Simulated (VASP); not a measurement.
# AgI (F-43m) in VASP: a series of runs, part 2 of 2

VASP 6.6.1.

## Step 4: Single point, r2SCAN

POSCAR reads:

```
AgI
1.0
    0.0000000000      3.2885749246      3.2885749246
    3.2885749246      0.0000000000      3.2885749246
    3.2885749246      3.2885749246      0.0000000000
Ag I
1 1
Direct
    0.0000000000      0.0000000000      0.0000000000
    0.2500000000      0.2500000000      0.2500000000
```

INCAR.step1 reads:

```
ALGO     = Normal         # electronic algorithm
EDIFF    = 1E-5           # SCF threshold, eV
ENCUT    = 550            # plane-wave cutoff, eV
GGA      = PE             # functional
GGA_COMPAT= F            
ISMEAR   = 0              # smearing method
LASPH    = T              # aspherical terms in the spheres
LCHARG   = F              # write CHGCAR
LREAL    = F              # projectors in reciprocal space
LWAVE    = T              # write WAVECAR
NBANDS   = 16             # bands
NELM     = 120            # most SCF steps
PREC     = Accurate       # precision mode
SIGMA    = 0.01           # smearing width, eV
```

INCAR.step2 reads:

```
ALGO     = Normal         # electronic algorithm
EDIFF    = 1E-6           # SCF threshold, eV
ENCUT    = 550            # plane-wave cutoff, eV
GGA_COMPAT= F            
ISIF     = 2              # what is computed and relaxed
ISMEAR   = 0              # smearing method
ISTART   = 1            
LASPH    = T              # aspherical terms in the spheres
LCHARG   = F              # write CHGCAR
LMIXTAU  = T            
LREAL    = F              # projectors in reciprocal space
LWAVE    = F              # write WAVECAR
METAGGA  = R2SCAN         # meta-GGA
NBANDS   = 16             # bands
NELM     = 120            # most SCF steps
PREC     = Accurate       # precision mode
SIGMA    = 0.01           # smearing width, eV
```

KPOINTS reads:

```
k-points
0
Gamma
  4 4 4
```

Potentials or basis: VASP PAW PBE potentials, release 64 (Ag, I).

Command:

```console
$ cat potpaw_PBE.64/Ag/POTCAR potpaw_PBE.64/I/POTCAR > POTCAR
$ cp INCAR.step1 INCAR
$ mpirun -np 1 vasp_std > vasp.out
$ cp INCAR.step2 INCAR
$ mpirun -np 1 vasp_std > vasp.out
```

OUTCAR:

```text
EDIFF = 1E-6
   ENCUT = 550
   ISIF = 2
   ISMEAR = 0
   ISTART = 1
   LASPH = T
   LREAL = F
   METAGGA = R2SCAN
   NELM = 120
   PREC = Accurate

 ion  position               nearest neighbor table
   1  0.000  0.000  0.000-   2 2.85   2 2.85   2 2.85   2 2.85
   2  0.250  0.250  0.250-   1 2.85   1 2.85   1 2.85   1 2.85

  LATTYP: Found a face centered cubic cell.
 ALAT       =     6.5771498492

  Lattice vectors:

 A1 = (   0.0000000000,   3.2885749246,   3.2885749246)
[... 318 lines left out ...]

------------------------ aborting loop because EDIFF is reached ----------------------------------------

  FORCE on cell =-STRESS in cart. coord.  units (eV):
  Direction    XX          YY          ZZ          XY          YZ          ZX
  --------------------------------------------------------------------------------------
  -------------------------------------------------------------------------------------
  Total       -0.0009020     -0.0009020     -0.0009020     -0.0000000      0.0000000     -0.0000000
  in kB       -0.0203176     -0.0203176     -0.0203176     -0.0000000      0.0000000     -0.0000000
  external PRESSURE =      -0.0203176 kB  Pullay stress =       0.0000000 kB

 VOLUME and BASIS-vectors are now :
 -----------------------------------------------------------------------------
  energy-cutoff  :      550.00
  volume of cell :       71.13
      direct lattice vectors                 reciprocal lattice vectors
     0.000000000  3.288574925  3.288574925    -0.152041541  0.152041541  0.152041541
     3.288574925  0.000000000  3.288574925     0.152041541 -0.152041541  0.152041541
     3.288574925  3.288574925  0.000000000     0.152041541  0.152041541 -0.152041541

 POSITION                                       TOTAL-FORCE (eV/Angst)
 -----------------------------------------------------------------------------------
      0.00000      0.00000      0.00000        -0.000000     -0.000000     -0.000000
      1.64429      1.64429      1.64429         0.000000      0.000000      0.000000
 -----------------------------------------------------------------------------------
    total drift:                               -0.000000     -0.000000     -0.000000

  FREE ENERGIE OF THE ION-ELECTRON SYSTEM (eV)
  ---------------------------------------------------
  free  energy   TOTEN  =       -46.5120839051 eV

  energy  without entropy=      -46.5120839051  energy(sigma->0) =      -46.51208391
```

Wall time 1.9 min (1 thread of Intel Xeon 8259CL, shared host); peak memory 0.22 GiB.

Results:

```yaml
Free_energy: -46.5121 eV
Pressure: 0.0 GPa
Band_gap_on_the_k_mesh: 1.79 eV, direct
```

Levels at points of the mesh, in eV from the valence-band top:
```
           k point  band 6  band 7  band 8  band 9  band 10  band 11  band 12  band 13
(0.00, 0.00, 0.00)   -2.94    0.00    0.00    0.00     1.79     6.30     6.30     6.30
(0.50, 0.00, 0.00)   -2.91   -2.81   -0.68   -0.68     3.22     6.71     6.71     7.45
(0.50, 0.50, 0.00)   -2.83   -2.46   -1.70   -1.70     3.98     4.23     8.85    10.18
```

Caveat: the PAW data sets were made with another functional, which shifts forces and pressure a little; spin-orbit coupling is left out, which moves the levels of the heavy elements.

## Step 5: Single point, r2SCAN

POSCAR is that of step 4.

INCAR.step1 reads:

```
SYSTEM = AgI
  PREC = Accurate
  ENCUT = 550
  ISMEAR = 1
  SIGMA = 0.2
  LREAL = .FALSE.
  LASPH = .TRUE.
  NELM = 120
  NBANDS = 16
  GGA = PE
  ALGO = Normal
  EDIFF = 1E-5
  LWAVE = .TRUE.
  LCHARG = .FALSE.
  GGA_COMPAT = .FALSE.
```

INCAR.step2 reads:

```
SYSTEM = AgI
  PREC = Accurate
  ENCUT = 550
  EDIFF = 1E-6
  ISMEAR = 1
  SIGMA = 0.2
  LREAL = .FALSE.
  LASPH = .TRUE.
  NELM = 120
  ALGO = Normal
  ISIF = 2
  LWAVE = .FALSE.
  LCHARG = .FALSE.
  METAGGA = R2SCAN
  LMIXTAU = .TRUE.
  NBANDS = 16
  ISTART = 1
  GGA_COMPAT = .FALSE.
```

KPOINTS reads:

```
Automatic mesh
0
G
  4 4 4
  0 0 0
```

Potentials or basis: VASP PAW PBE potentials, release 64 (Ag, I).

Command:

```console
$ cat potpaw_PBE.64/Ag/POTCAR potpaw_PBE.64/I/POTCAR > POTCAR
$ cp INCAR.step1 INCAR
$ mpirun -np 1 vasp_std > vasp.out
$ cp INCAR.step2 INCAR
$ mpirun -np 1 vasp_std > vasp.out
```

OUTCAR:

```text
SYSTEM = AgI
   PREC = Accurate
   ENCUT = 550
   EDIFF = 1E-6
   ISMEAR = 1
   LREAL = .FALSE.
   LASPH = .TRUE.
   NELM = 120
   ISIF = 2
   METAGGA = R2SCAN
   ISTART = 1

 ion  position               nearest neighbor table
   1  0.000  0.000  0.000-   2 2.85   2 2.85   2 2.85   2 2.85
   2  0.250  0.250  0.250-   1 2.85   1 2.85   1 2.85   1 2.85

  LATTYP: Found a face centered cubic cell.
 ALAT       =     6.5771498492

  Lattice vectors:

 A1 = (   0.0000000000,   3.2885749246,   3.2885749246)
 A2 = (   3.2885749246,   0.0000000000,   3.2885749246)
 A3 = (   3.2885749246,   3.2885749246,   0.0000000000)

Analysis of symmetry for initial positions (statically):
=====================================================================
 Subroutine PRICEL returns:
 Original cell was already a primitive cell.

 Routine SETGRP: Setting up the symmetry group for a
 face centered cubic supercell.

 Subroutine GETGRP returns: Found 24 space group operations
 (whereof 24 operations were pure point group operations)
 out of a pool of 48 trial point group operations.

The static configuration has the point symmetry T_d .
[... 141 lines left out ...]

  energy without entropy =      -46.51224930  energy(sigma->0) =      -46.51176452

 E-fermi :   2.6267     XC(G=0):  -8.7569

 val. band max:        2.4628094260   @ k =   0.0000   0.0000   0.0000
 cond. band min:       4.2507233745   @ k =   0.0000   0.0000   0.0000
 fundamental gap:      1.7879139485
 Fermi energy:         2.6267155051

 k-point     1 :       0.0000    0.0000    0.0000
  band No.  band energies     occupation
      1     -10.5281      2.00000
      2      -1.6431      2.00000
      3      -1.6431      2.00000
      4      -1.6431      2.00000
      5      -0.4778      2.00000
      6      -0.4778      2.00000
[... 129 lines left out ...]
      3      -1.3211      2.00000
      4      -1.1457      2.00000
      5      -0.5400      2.00000
      6      -0.2497      2.00000
[... 8 lines left out ...]
     15      14.5687      0.00000
     16      14.5971      0.00000

------------------------ aborting loop because EDIFF is reached ----------------------------------------

  FORCE on cell =-STRESS in cart. coord.  units (eV):
  Direction    XX          YY          ZZ          XY          YZ          ZX
  --------------------------------------------------------------------------------------
  -------------------------------------------------------------------------------------
  Total       -0.0012411     -0.0012411     -0.0012411     -0.0000000      0.0000000     -0.0000000
  in kB       -0.0279559     -0.0279559     -0.0279559     -0.0000000      0.0000000     -0.0000000
  external PRESSURE =      -0.0279559 kB  Pullay stress =       0.0000000 kB

 VOLUME and BASIS-vectors are now :
 -----------------------------------------------------------------------------
  energy-cutoff  :      550.00
  volume of cell :       71.13
      direct lattice vectors                 reciprocal lattice vectors
     0.000000000  3.288574925  3.288574925    -0.152041541  0.152041541  0.152041541
     3.288574925  0.000000000  3.288574925     0.152041541 -0.152041541  0.152041541
     3.288574925  3.288574925  0.000000000     0.152041541  0.152041541 -0.152041541

 POSITION                                       TOTAL-FORCE (eV/Angst)
 -----------------------------------------------------------------------------------
      0.00000      0.00000      0.00000         0.000000      0.000000      0.000000
      1.64429      1.64429      1.64429        -0.000000     -0.000000     -0.000000
 -----------------------------------------------------------------------------------
    total drift:                               -0.000000     -0.000000     -0.000000

  FREE ENERGIE OF THE ION-ELECTRON SYSTEM (eV)
  ---------------------------------------------------
  free  energy   TOTEN  =       -46.5115221334 eV

  energy  without entropy=      -46.5122492967  energy(sigma->0) =      -46.51176452
```

OUTCAR.step1:

```text
SYSTEM = AgI
   PREC = Accurate
   ENCUT = 550
   ISMEAR = 1
   LREAL = .FALSE.
   LASPH = .TRUE.
[... 354 lines left out ...]
      0.00000      0.00000      0.00000         0.000000      0.000000     -0.000000
      1.64429      1.64429      1.64429        -0.000000     -0.000000      0.000000
 -----------------------------------------------------------------------------------
    total drift:                               -0.000000     -0.000000     -0.000000

  FREE ENERGIE OF THE ION-ELECTRON SYSTEM (eV)
  ---------------------------------------------------
  free  energy   TOTEN  =        -4.7716593599 eV

  energy  without entropy=       -4.7724077308  energy(sigma->0) =       -4.77190882
```

Run time: 2 min. Hardware: 1 thread of Intel Xeon 8259CL, shared host; peak memory 0.23 GiB.

What came out:

| Item | Value |
| --- | --- |
| Free energy | -46.5115 eV |
| Pressure | 0.0 GPa |
| Band gap on the k mesh | 1.79 eV, direct |

Levels at points of the mesh, in eV from the valence-band top:
| k point | band 5 | band 6 | band 7 | band 8 | band 9 | band 10 | band 11 | band 12 | band 13 | band 14 |
| --- | --- | --- | --- | --- | --- | --- | --- | --- | --- | --- |
| (0.00, 0.00, 0.00) | -2.94 | -2.94 | 0.00 | 0.00 | 0.00 | 1.79 | 6.30 | 6.30 | 6.30 | 9.32 |
| (0.50, 0.00, 0.00) | -2.91 | -2.91 | -2.81 | -0.68 | -0.68 | 3.22 | 6.71 | 6.71 | 7.45 | 9.60 |
| (0.50, 0.50, 0.00) | -2.86 | -2.83 | -2.46 | -1.70 | -1.70 | 3.98 | 4.23 | 8.85 | 10.18 | 10.18 |

Caveat: the PAW data sets were made with another functional, which shifts forces and pressure a little; spin-orbit coupling is left out, which moves the levels of the heavy elements.

## Step 6: Single point, r2SCAN

POSCAR is that of step 5.

INCAR.step1 reads:

```
PREC = Accurate ; ENCUT = 550
ISMEAR = -1 ; SIGMA = 0.05
LREAL = F ; LASPH = T
NELM = 120 ; NBANDS = 16
GGA = PE ; ALGO = Normal
EDIFF = 1E-5 ; LWAVE = T
LCHARG = F ; GGA_COMPAT = F
```

INCAR.step2 reads:

```
PREC = Accurate ; ENCUT = 550
EDIFF = 1E-6 ; ISMEAR = -1
SIGMA = 0.05 ; LREAL = F
LASPH = T ; NELM = 120
ALGO = Normal ; ISIF = 2
LWAVE = F ; LCHARG = F
METAGGA = R2SCAN ; LMIXTAU = T
NBANDS = 16 ; ISTART = 1
GGA_COMPAT = F
```

KPOINTS reads:

```
Automatic mesh
0
Gamma
  4 4 4
```

Potentials or basis: VASP PAW PBE potentials, release 64 (Ag, I).

Command:

```console
$ cat potpaw_PBE.64/Ag/POTCAR potpaw_PBE.64/I/POTCAR > POTCAR
$ cp INCAR.step1 INCAR
$ mpirun -np 1 vasp_std > vasp.out
$ cp INCAR.step2 INCAR
$ mpirun -np 1 vasp_std > vasp.out
```

Wall time 83 s (1 thread of Intel Xeon 8259CL, shared host); peak memory 0.22 GiB.

Results (log left out):

```
Free energy            : -46.5121 eV
Pressure               : 0.0 GPa
Band gap on the k mesh : 1.79 eV, direct
```

Levels at points of the mesh, in eV from the valence-band top:
```tsv
k point	band 5	band 6	band 7	band 8	band 9	band 10	band 11	band 12	band 13	band 14
(0.00, 0.00, 0.00)	-2.94	-2.94	0.00	0.00	0.00	1.79	6.30	6.30	6.30	9.32
(0.50, 0.00, 0.00)	-2.91	-2.91	-2.81	-0.68	-0.68	3.22	6.71	6.71	7.45	9.60
(0.50, 0.50, 0.00)	-2.86	-2.83	-2.46	-1.70	-1.70	3.98	4.23	8.85	10.18	10.18
```

Caveat: the PAW data sets were made with another functional, which shifts forces and pressure a little; spin-orbit coupling is left out, which moves the levels of the heavy elements.

## Step 7: Summary

| smearing | gap on the mesh (eV) | pressure (GPa) |
| --- | --- | --- |
| methfessel-paxton 0.2 eV | 1.79 | 0.0 |
| methfessel-paxton 0.001 eV | 1.79 | 0.0 |
| gaussian 0.01 eV | 1.79 | 0.0 |
| fermi-dirac 0.05 eV | 1.79 | 0.0 |

Alike in all rows: task single point; level r2SCAN; potentials or basis VASP PAW PBE potentials, release 64 (Ag, I); no spin polarisation; cell as given; k mesh 4 × 4 × 4; cutoff (eV) 550.

On the cell as given the gap runs from 1.79 eV (r2SCAN) to 1.79 eV (r2SCAN).

Caveats: the PAW data sets were made with another functional, which shifts forces and pressure a little; spin-orbit coupling is left out, which moves the levels of the heavy elements.

Absolute energies hang on the potentials; compare differences alone.
